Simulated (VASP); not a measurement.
# CdF2 (Fm-3m) in VASP: a series of runs, part 2 of 2

VASP 6.6.1. The steps go on from the part before.

### Step 3. Relaxation of cell and atoms, r2SCAN, target pressure -2 GPa, at which the enthalpy is minimised

This run uses another cell than the first one, of 13.03 Å³/atom.

The input, POSCAR:

```
CdF2
1.0
    2.6940000000      2.6940000000      0.0000000000
   -2.6940000000      2.6940000000      0.0000000000
    0.0000000000      2.6940000000      2.6940000000
Cd F
1 2
Direct
    0.0000000000      0.0000000000      0.0000000000
    0.2500000000      0.7500000000      0.5000000000
    0.7500000000      0.2500000000      0.5000000000
```

The input, INCAR.step1:

```
SYSTEM = CdF2
  PREC = Accurate
  ENCUT = 600
  ISMEAR = 0
  SIGMA = 0.01
  LREAL = .False.
  LASPH = .True.
  NELM = 80
  GGA = PE
  ALGO = Normal
  EDIFF = 1E-4
  LWAVE = .True.
  LCHARG = .False.
```

The input, INCAR.step2:

```
SYSTEM = CdF2
  PREC = Accurate
  ENCUT = 600
  EDIFF = 1E-6
  ISMEAR = 0
  SIGMA = 0.01
  LREAL = .False.
  LASPH = .True.
  NELM = 80
  ALGO = Normal
  ISIF = 3
  LWAVE = .False.
  LCHARG = .False.
  METAGGA = R2SCAN
  LMIXTAU = .True.
  IBRION = 2
  NSW = 100
  EDIFFG = -0.002
  PSTRESS = -20.0
  ISTART = 1
```

The input, KPOINTS:

```
Automatic mesh
0
Gamma
  8 8 8
  0 0 0
```

Potentials or basis: VASP PAW PBE potentials, release 64 (Cd, F).

Launch:

```console
$ cat potpaw_PBE.64/Cd/POTCAR potpaw_PBE.64/F/POTCAR > POTCAR
$ cp INCAR.step1 INCAR
$ mpirun -np 1 vasp_std > vasp.out
$ cp INCAR.step2 INCAR
$ mpirun -np 1 vasp_std > vasp.out
```

OUTCAR:

```text
SYSTEM = CdF2
   PREC = Accurate
   ENCUT = 600
   EDIFF = 1E-6
   ISMEAR = 0
   LREAL = .False.
   LASPH = .True.
   NELM = 80
   ISIF = 3
   METAGGA = R2SCAN
   IBRION = 2
   NSW = 100
   EDIFFG = -0.002
   PSTRESS = -20.0
   ISTART = 1

 ion  position               nearest neighbor table
   1  0.000  0.000  0.000-   3 2.33   2 2.33   2 2.33   3 2.33   2 2.33   3 2.33   3 2.33   2 2.33

   2  0.250  0.750  0.500-   1 2.33   1 2.33   1 2.33   1 2.33
   3  0.750  0.250  0.500-   1 2.33   1 2.33   1 2.33   1 2.33

  LATTYP: Found a face centered cubic cell.
 ALAT       =     5.3880000000

  Lattice vectors:

 A1 = (   0.0000000000,   2.6940000000,   2.6940000000)
 A2 = (   2.6940000000,   0.0000000000,   2.6940000000)
 A3 = (   2.6940000000,   2.6940000000,   0.0000000000)

Analysis of symmetry for initial positions (statically):
=====================================================================
 Subroutine PRICEL returns:
 Original cell was already a primitive cell.

 Routine SETGRP: Setting up the symmetry group for a
 face centered cubic supercell.

 Subroutine GETGRP returns: Found 48 space group operations
 (whereof 48 operations were pure point group operations)
 out of a pool of 48 trial point group operations.

The static configuration has the point symmetry O_h .

Analysis of symmetry for dynamics (positions and initial velocities):
=====================================================================
 Subroutine PRICEL returns:
 Original cell was already a primitive cell.

 Routine SETGRP: Setting up the symmetry group for a
 face centered cubic supercell.

 Subroutine GETGRP returns: Found 48 space group operations
 (whereof 48 operations were pure point group operations)
 out of a pool of 48 trial point group operations.

The dynamic configuration has the point symmetry O_h .

 Subroutine INISYM returns: Found 48 space group operations
 (whereof 48 operations are pure point group operations),
 and found     1 'primitive' translations

----------------------------------------------------------------------------------------

                                     Primitive cell

  volume of cell :      39.1041

  direct lattice vectors                    reciprocal lattice vectors
     2.694000000  2.694000000  0.000000000     0.185597624  0.185597624 -0.185597624
    -2.694000000  2.694000000  0.000000000    -0.185597624  0.185597624 -0.185597624
     0.000000000  2.694000000  2.694000000     0.000000000  0.000000000  0.371195249

  length of vectors
     3.809891337  3.809891337  3.809891337     0.321464515  0.321464515  0.371195249

  position of ions in fractional coordinates (direct lattice)
     0.000000000  0.000000000  0.000000000
     0.250000000  0.750000000  0.500000000
     0.750000000  0.250000000  0.500000000

  ion indices of the primitive-cell ions
   primitive index   ion index
                 1           1
                 2           2
                 3           3

----------------------------------------------------------------------------------------

 KPOINTS: Automatic mesh

Automatic generation of k-mesh.
[... 28 lines left out ...]
  0.125000  0.125000  0.000000     12.000000
[... 16 lines left out ...]
  0.375000  0.250000  0.125000     48.000000
  0.500000  0.250000  0.125000     24.000000
 [... further k-points ...]
   k-points           NKPTS =     29   k-points in BZ     NKDIM =     29   number of bands    NBANDS=     17
   number of dos      NEDOS =    301   number of ions     NIONS =      3
   total plane-waves  NPLWV =  27000
   dimension x,y,z NGX =    30 NGY =   30 NGZ =   30
   dimension x,y,z NGXF=    60 NGYF=   60 NGZF=   60
   ions per type =               1   2
   NGX,Y,Z   is equivalent  to a cutoff of  13.09, 13.09, 13.09 a.u.
   NGXF,Y,Z  is equivalent  to a cutoff of  26.18, 26.18, 26.18 a.u.
 SYSTEM =  CdF2
   PREC   = accura    normal or accurate (medium, high low for compatibility)
   ISTART =      1    job   : 0-new  1-cont  2-samecut
   ICHARG =      0    charge: 1-file 2-atom 10-const
   ISPIN  =      1    spin polarized calculation?
   LNONCOLLINEAR =      F non collinear calculations
   LSORBIT =      F    spin-orbit coupling
   LASPH  =      T    aspherical Exc in radial PAW
   ENCUT  =  600.0 eV  44.10 Ry    6.64 a.u.   7.61  7.61  7.61*2*pi/ulx,y,z
   NELM   =     80;   NELMIN=  2; NELMDL=  0     # of ELM steps
   EDIFF  = 0.1E-05   stopping-criterion for ELM
   LREAL  =      F    real-space projection
   EDIFFG = -.2E-02   stopping-criterion for IOM
   NSW    =    100    number of steps for IOM
   IBRION =      2    ionic relax: 0-MD 1-quasi-New 2-CG
   NFREE  =      1    steps in history (QN), initial steepest desc. (CG)
   ISIF   =      3    stress and relaxation
   ISYM   =      2    0-nonsym 1-usesym 2-fastsym
   POTIM  = 0.5000    time-step for ionic-motion
   TEBEG  =    0.0;   TEEND  =   0.0 temperature during run
   PSTRESS=  -20.0 pullay stress
   NELECT =      26.0000    total number of electrons
   NUPDOWN=      -1.0000    fix difference up-down
   EMIN   =  10.00;   EMAX   =-10.00  energy-range for DOS
   EFERMI =   0.00;   METHOD = LEGACY
   ISMEAR =     0;   SIGMA  =   0.01  broadening in eV -4-tet -1-fermi 0-gaus
   EFERMI_NEDOS =   21; number of points for ismear=-14 and -15
   IALGO  =     38    algorithm
   IMIX   =      4    mixing-type and parameters
     AMIX     =   0.40;   BMIX     =  1.00
     AMIX_MAG =   1.60;   BMIX_MAG =  1.00
  volume/ion in A,a.u.               =      13.03        87.96
  Fermi-wavevector in a.u.,A,eV,Ry     =   1.428867  2.700166 27.778468  2.041660
  Thomas-Fermi vector in A             =   2.548882
   LORBIT       =      0    0 simple, 1 ext, 2 COOP (PROOUT), +10 PAW based schemes
   METAGGA = R2SCAN    functional components
   LHFCALC =     F    Hartree Fock is set to
   AEXX    =    0.0000 exact exchange contribution
   IVDW    =     0    specifies the selected vdW correction
   LEPSILON=     F    determine dielectric tensor
   LRPA    =     F    only Hartree local field effects (RPA)
 conjugate gradient relaxation of ions
 non-spin polarized calculation
 Gauss-broadening in eV      SIGMA  =   0.01
  energy-cutoff  :      600.00
  volume of cell :       39.10
 maximum number of plane-waves:      1323
   NGX = 15   NGY = 15   NGZ = 15

--------------------------------------- Ionic step        1  -------------------------------------------

 number of electron      25.9999977 magnetization

 Free energy of the ion-electron system (eV)
  ---------------------------------------------------
  ext. energy  EPLUGINS =         0.00000000
  ---------------------------------------------------
  free energy    TOTEN  =       -33.72424958 eV

  energy without entropy =      -33.72424958  energy(sigma->0) =      -33.72424958

------------------------ aborting loop because EDIFF is reached ----------------------------------------

  FORCE on cell =-STRESS in cart. coord.  units (eV):
  Direction    XX          YY          ZZ          XY          YZ          ZX
  --------------------------------------------------------------------------------------
  -------------------------------------------------------------------------------------
  Total        0.1984398      0.1984398      0.1984398      0.0000000      0.0000000      0.0000000
  in kB        8.1304861      8.1304861      8.1304861      0.0000000      0.0000000      0.0000000
  external PRESSURE =      28.1304861 kB  Pullay stress =     -20.0000000 kB
[... 65 lines left out ...]
--------------------------------------- Ionic step        3  -------------------------------------------

 number of electron      25.9999983 magnetization

 Free energy of the ion-electron system (eV)
  ---------------------------------------------------
  ext. energy  EPLUGINS =         0.00000000
  ---------------------------------------------------
  free energy    TOTEN  =       -33.72027176 eV

  energy without entropy =      -33.72027176  energy(sigma->0) =      -33.72027176

 E-fermi :  -1.9388     XC(G=0): -10.9010

 val. band max:       -2.0569865080   @ k =   0.5000   0.5000   0.2500
 cond. band min:       1.6033789376   @ k =   0.0000   0.0000   0.0000
 fundamental gap:      3.6603654456
 Fermi energy:        -1.9387927917

 k-point     1 :       0.0000    0.0000    0.0000
  band No.  band energies     occupation
      1     -23.8580      2.00000
      2     -22.8583      2.00000
      3      -7.6122      2.00000
      4      -7.6122      2.00000
      5      -7.6122      2.00000
      6      -6.4865      2.00000
[... 457 lines left out ...]
      4      -7.0793      2.00000
      5      -6.5293      2.00000
      6      -6.5144      2.00000
[... 9 lines left out ...]
     16      11.6730      0.00000
     17      12.5715      0.00000

 [... further k-points ...]

------------------------ aborting loop because EDIFF is reached ----------------------------------------

  FORCE on cell =-STRESS in cart. coord.  units (eV):
  Direction    XX          YY          ZZ          XY          YZ          ZX
  --------------------------------------------------------------------------------------
  -------------------------------------------------------------------------------------
  Total       -0.4973577     -0.4973577     -0.4973577     -0.0000000      0.0000000      0.0000000
  in kB      -19.8665559    -19.8665559    -19.8665559     -0.0000000      0.0000000      0.0000000
  external PRESSURE =       0.1334441 kB  Pullay stress =     -20.0000000 kB
[... 22 lines left out ...]
  energy  without entropy=      -33.7202717564  energy(sigma->0) =      -33.72027176

  enthalpy is  TOTEN    =       -34.2209702076 eV   P V=       -0.5006984511

 reached required accuracy - stopping structural energy minimisation
```

Wall time 6.9 min (1 thread of Intel Xeon 8259CL, shared host); peak memory 0.19 GiB.

What came out:

- Free energy: -33.7203 eV
- Relaxed volume: 13.37 Å³/atom
- Relaxed cell: a = 3.842 Å, b = 3.842 Å, c = 3.842 Å, α = 60.00°, β = 60.00°, γ = 90.00°
- Space group after relaxing (to 0.1 Å): Fm-3m (No. 225)
- Energy change on relaxing (the run minimises the enthalpy): +1.3 meV/atom
- Ionic steps: 3
- Pressure after relaxing: -2.0 GPa
- Band gap on the k mesh: 3.66 eV (least direct gap 4.20 eV)

The path:
| step | energy change (eV) | largest force (eV/Å) | pressure (GPa) | volume (Å³) |
| --- | --- | --- | --- | --- |
| 1 | 0.0000 | 0.0000 | 0.81 | 39.10 |
| 2 | 0.0085 | 0.0000 | -2.75 | 40.41 |
| 3 | 0.0040 | 0.0000 | -1.99 | 40.11 |

Final structure:
```cif
data_structure
_symmetry_space_group_name_H-M 'P 1'
_symmetry_Int_Tables_number 1
_cell_length_a 3.8423
_cell_length_b 3.8423
_cell_length_c 3.8423
_cell_angle_alpha 60.000
_cell_angle_beta 60.000
_cell_angle_gamma 90.000
_cell_volume 40.11
loop_
_atom_site_label
_atom_site_type_symbol
_atom_site_fract_x
_atom_site_fract_y
_atom_site_fract_z
_atom_site_occupancy
Cd1 Cd 0.00000 0.00000 0.00000 1
F1 F 0.25000 0.75000 0.50000 1
F2 F 0.75000 0.25000 0.50000 1
```

Levels at points of the mesh, in eV from the valence-band top:
```csv
k point,band 11,band 12,band 13,band 14,band 15,band 16
"(0.00, 0.00, 0.00)",-0.54,-0.54,-0.54,3.66,13.48,13.48
"(0.50, 0.00, 0.00)",-1.75,-0.42,-0.42,7.78,9.61,15.36
"(0.50, 0.50, 0.00)",-0.46,-0.09,-0.09,8.66,10.40,12.13
```

Caveat: the cell is relaxed towards a set pressure, so the run minimises the enthalpy, not the energy; the PAW data sets were made with another functional, which shifts forces and pressure a little.
